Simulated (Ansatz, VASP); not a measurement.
As: VASP beside Ansatz

```
As
1.0
     1.88599    1.08888    3.49735
    -1.88599    1.08888    3.49735
     0.00000   -2.17776    3.49735
As
2
Direct
  0.22754 0.22754 0.22754
  0.77246 0.77246 0.77246
```

Change from the starting cell: volume scaled by 1.01.

Alike in both runs: task single point; functional LDA; k mesh 13 × 13 × 13; occupations fermi-dirac, width 0.05 eV; no spin polarisation.

|  | VASP | Ansatz |
| --- | --- | --- |
| version | VASP 6.6.1 | Ansatz 0.2.0 |
| potentials or method | VASP PAW LDA potentials, release 64 (As), cutoff 520 eV | all-electron LAPW, scalar-relativistic |

```tsv
	VASP	Ansatz	Ansatz less VASP
pressure (GPa)	-1.9	-2.2	-0.38
traceless stress, the component that is largest in VASP (GPa)	-0.54	-0.42	+0.118
rms of the force components (eV/Å)	0.042	0.004	-0.0386
```

LDA's correlation is that of Perdew and Zunger in VASP and of Perdew and Wang (1992) in Ansatz. Atom by atom the forces differ by 0.039 eV/Å (rms over components). Ansatz ran all-electron here, and VASP with PAW potentials.
